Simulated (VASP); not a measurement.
# TiCo3 (Pm-3m) in VASP: notebook, part 3 of 3

VASP 6.6.1. Earlier steps stand in the parts before.

## Step 5: Single point, r2SCAN, collinear spin, ferrimagnetic start

POSCAR reads:

```
TiCo3
1.0
    3.6140000000      0.0000000000      0.0000000000
    0.0000000000      3.6140000000      0.0000000000
    0.0000000000      0.0000000000      3.6140000000
Ti Co
1 3
Direct
    0.0000000000      0.0000000000      0.0000000000
    0.0000000000      0.5000000000      0.5000000000
    0.5000000000      0.0000000000      0.5000000000
    0.5000000000      0.5000000000      0.0000000000
```

INCAR.step1 reads:

```
PREC = Accurate
ENCUT = 520
ISMEAR = 0
SIGMA = 0.2
LREAL = False
LASPH = True
NELM = 150
ISPIN = 2
MAGMOM = -0.74 1.48 1.48 1.48
LMAXMIX = 4
NBANDS = 32
GGA = PE
ALGO = Normal
EDIFF = 1E-4
LWAVE = True
LCHARG = False
```

INCAR.step2 reads:

```
PREC = Accurate
ENCUT = 520
EDIFF = 1E-7
ISMEAR = 0
SIGMA = 0.2
LREAL = False
LASPH = True
NELM = 150
ALGO = Normal
ISIF = 2
LWAVE = False
LCHARG = False
ISPIN = 2
MAGMOM = -0.74 1.48 1.48 1.48
LORBIT = 11
LMAXMIX = 4
METAGGA = R2SCAN
LMIXTAU = True
NBANDS = 32
ISTART = 1
```

KPOINTS reads:

```
regular mesh
0
Gamma
  6 6 6
```

Potentials or basis: VASP PAW PBE potentials, release 64 (Ti_sv, Co).

On the command line:

```sh
> cat potpaw_PBE.64/Ti_sv/POTCAR potpaw_PBE.64/Co/POTCAR > POTCAR
> cp INCAR.step1 INCAR
> mpirun -np 1 vasp_std > vasp.out
> cp INCAR.step2 INCAR
> mpirun -np 1 vasp_std > vasp.out
```

OUTCAR:

```text
PREC = Accurate
   ENCUT = 520
   EDIFF = 1E-7
   ISMEAR = 0
   LREAL = False
   LASPH = True
   NELM = 150
   ISIF = 2
   ISPIN = 2
   LORBIT = 11
   METAGGA = R2SCAN
   ISTART = 1

 ion  position               nearest neighbor table
   1  0.000  0.000  0.000-   2 2.56   3 2.56   4 2.56   2 2.56   3 2.56   2 2.56   4 2.56   2 2.56
                             3 2.56   4 2.56   3 2.56   4 2.56
   2  0.000  0.500  0.500-   1 2.56   3 2.56   4 2.56   1 2.56   4 2.56   1 2.56   3 2.56   1 2.56
                             3 2.56   4 2.56   4 2.56   3 2.56
   3  0.500  0.000  0.500-   1 2.56   2 2.56   4 2.56   1 2.56   4 2.56   2 2.56   4 2.56   4 2.56
                             1 2.56   2 2.56   1 2.56   2 2.56
   4  0.500  0.500  0.000-   1 2.56   2 2.56   3 2.56   2 2.56   3 2.56   1 2.56   3 2.56   3 2.56
                             1 2.56   2 2.56   2 2.56   1 2.56

  LATTYP: Found a simple cubic cell.
 ALAT       =     3.6140000000

  Lattice vectors:

 A1 = (   3.6140000000,   0.0000000000,   0.0000000000)
 A2 = (   0.0000000000,   3.6140000000,   0.0000000000)
 A3 = (   0.0000000000,   0.0000000000,   3.6140000000)

Analysis of symmetry for initial positions (statically):
=====================================================================
 Subroutine PRICEL returns:
 Original cell was already a primitive cell.

 Routine SETGRP: Setting up the symmetry group for a
 simple cubic supercell.

 Subroutine GETGRP returns: Found 48 space group operations
 (whereof 48 operations were pure point group operations)
 out of a pool of 48 trial point group operations.

The static configuration has the point symmetry O_h .

Analysis of symmetry for dynamics (positions and initial velocities):
=====================================================================
 Subroutine PRICEL returns:
 Original cell was already a primitive cell.

 Routine SETGRP: Setting up the symmetry group for a
 simple cubic supercell.

 Subroutine GETGRP returns: Found 48 space group operations
[... 164 lines left out ...]

 E-fermi :  10.2688     XC(G=0): -14.2236

 val. band max:       10.2615321933   @ k =   0.5000   0.5000   0.0000
 cond. band min:      10.3017431306   @ k =   0.3333   0.3333   0.1667
 fundamental gap:      0.0402109373
 Fermi energy:        10.2688088299

 spin component 1

 k-point     1 :       0.0000    0.0000    0.0000
  band No.  band energies     occupation
      1     -48.5281      1.00000
      2     -23.7407      1.00000
      3     -23.7407      1.00000
      4     -23.7407      1.00000
      5       1.7448      1.00000
      6       5.0584      1.00000
[... 669 lines left out ...]
     30      18.1310      0.00000
     31      18.1310      0.00000
 Fermi energy:        10.2688088299

 spin component 2

 k-point     1 :       0.0000    0.0000    0.0000
  band No.  band energies     occupation
      1     -49.3687      1.00000
      2     -24.5871      1.00000
      3     -24.5871      1.00000
      4     -24.5871      1.00000
      5       1.1927      1.00000
      6       5.8190      1.00000
[... 669 lines left out ...]
     30      18.2455      0.00000
     31      18.2455      0.00000
 [bands above 31 left out]

------------------------ aborting loop because EDIFF is reached ----------------------------------------

  FORCE on cell =-STRESS in cart. coord.  units (eV):
  Direction    XX          YY          ZZ          XY          YZ          ZX
  --------------------------------------------------------------------------------------
  -------------------------------------------------------------------------------------
  Total       -1.2480788     -1.2480788     -1.2480788     -0.0000000      0.0000000      0.0000000
  in kB      -42.3631407    -42.3631407    -42.3631407     -0.0000000      0.0000000      0.0000000
  external PRESSURE =     -42.3631407 kB  Pullay stress =       0.0000000 kB

 VOLUME and BASIS-vectors are now :
 -----------------------------------------------------------------------------
  energy-cutoff  :      520.00
  volume of cell :       47.20
      direct lattice vectors                 reciprocal lattice vectors
     3.614000000  0.000000000  0.000000000     0.276701716  0.000000000  0.000000000
     0.000000000  3.614000000  0.000000000     0.000000000  0.276701716  0.000000000
     0.000000000  0.000000000  3.614000000     0.000000000  0.000000000  0.276701716

 POSITION                                       TOTAL-FORCE (eV/Angst)
 -----------------------------------------------------------------------------------
      0.00000      0.00000      0.00000         0.000000      0.000000      0.000000
      0.00000      1.80700      1.80700         0.000000      0.000000      0.000000
      1.80700      0.00000      1.80700         0.000000      0.000000      0.000000
      1.80700      1.80700      0.00000         0.000000      0.000000      0.000000
 -----------------------------------------------------------------------------------
    total drift:                                0.000000      0.000000      0.000000

  FREE ENERGIE OF THE ION-ELECTRON SYSTEM (eV)
  ---------------------------------------------------
  free  energy   TOTEN  =       -53.3587410196 eV

  energy  without entropy=      -53.2920780713  energy(sigma->0) =      -53.32540955

 total charge

# of ion       s       p       d       tot
------------------------------------------
    1        2.256   6.197   1.882  10.335
    2        0.520   0.532   7.279   8.331
    3        0.520   0.532   7.279   8.331
    4        0.520   0.532   7.279   8.331
--------------------------------------------------
tot          3.817   7.792  23.719  35.327

 magnetization (x)

# of ion       s       p       d       tot
------------------------------------------
    1       -0.020  -0.057  -0.670  -0.747
    2       -0.004  -0.061   1.348   1.282
    3       -0.004  -0.061   1.348   1.282
    4       -0.004  -0.061   1.348   1.282
--------------------------------------------------
tot         -0.033  -0.241   3.373   3.099
```

OUTCAR.step1:

```text
PREC = Accurate
   ENCUT = 520
   ISMEAR = 0
   LREAL = False
   LASPH = True
[... 1606 lines left out ...]
      0.00000      0.00000      0.00000         0.000000      0.000000      0.000000
      0.00000      1.80700      1.80700         0.000000      0.000000      0.000000
      1.80700      0.00000      1.80700         0.000000      0.000000      0.000000
      1.80700      1.80700      0.00000         0.000000      0.000000      0.000000
 -----------------------------------------------------------------------------------
    total drift:                                0.000000      0.000000      0.000000

  FREE ENERGIE OF THE ION-ELECTRON SYSTEM (eV)
  ---------------------------------------------------
  free  energy   TOTEN  =       -30.0501761766 eV

  energy  without entropy=      -29.9660556218  energy(sigma->0) =      -30.00811590
```

OSZICAR.step1:

```text
N       E                     dE             d eps       ncg     rms          rms(c)
DAV:   1     0.319391984375E+03    0.31939E+03   -0.17117E+04  2568   0.160E+03
DAV:   2    -0.898661373236E+01   -0.32838E+03   -0.31274E+03  2584   0.370E+02
DAV:   3    -0.336448470280E+02   -0.24658E+02   -0.23717E+02  3200   0.117E+02
DAV:   4    -0.345223140437E+02   -0.87747E+00   -0.87203E+00  3312   0.192E+01
DAV:   5    -0.345480770653E+02   -0.25763E-01   -0.25761E-01  3128   0.306E+00    0.212E+01
DAV:   6    -0.350624132124E+02   -0.51434E+00   -0.36391E+01  2848   0.770E+01    0.201E+01
DAV:   7    -0.308888854947E+02    0.41735E+01   -0.29727E+01  3192   0.491E+01    0.109E+01
DAV:   8    -0.300691830715E+02    0.81970E+00   -0.25436E+00  3536   0.172E+01    0.281E+00
DAV:   9    -0.300236700194E+02    0.45513E-01   -0.15525E-01  3064   0.387E+00    0.201E+00
DAV:  10    -0.300308495040E+02   -0.71795E-02   -0.82112E-02  3184   0.248E+00    0.135E+00
DAV:  11    -0.300432253060E+02   -0.12376E-01   -0.18666E-02  3560   0.132E+00    0.879E-01
DAV:  12    -0.300476174049E+02   -0.43921E-02   -0.56434E-02  3440   0.235E+00    0.667E-01
DAV:  13    -0.300501818263E+02   -0.25644E-02   -0.13094E-02  3280   0.129E+00    0.306E-01
DAV:  14    -0.300502318327E+02   -0.50006E-04   -0.11801E-03  3048   0.379E-01    0.710E-02
DAV:  15    -0.300501761766E+02    0.55656E-04   -0.19702E-04  2072   0.132E-01
   1 F= -.30050176E+02 E0= -.30008116E+02  d E =-.841206E-01  mag=     2.6778
```

It took 2.3 min on 1 thread of Intel Xeon 6975P-C (Granite Rapids), shared host; peak memory 0.21 GiB.

What came out:

- Free energy: -53.3587 eV
- Pressure: -4.2 GPa
- Net moment: 2.74 μB per cell
- Site moments: Ti -0.75; Co +1.28 μB
- Valence electrons inside the program's atomic spheres: Ti 10.34; Co 8.33

Caveat: the cell stands under tension; the PAW data sets were made with another functional, which shifts forces and pressure a little.

## Step 6: Overview

```tsv
smearing	gap on the mesh (eV)	pressure (GPa)	moment (μB)
gaussian 0.01 eV	none	-4.3	2.74
gaussian 0.05 eV	none	-4.3	2.74
gaussian 0.1 eV	none	-4.3	2.74
gaussian 0.2 eV	none	-4.2	2.74
```

Alike in all rows: task single point; level r2SCAN; potentials or basis VASP PAW PBE potentials, release 64 (Ti_sv, Co); spin collinear, ferrimagnetic start; cell as given; k mesh 6 × 6 × 6; cutoff (eV) 520.

Caveats: the cell stands under tension; the PAW data sets were made with another functional, which shifts forces and pressure a little.

Total energies depend on the potentials used, so only differences within one code and one set of settings carry meaning.
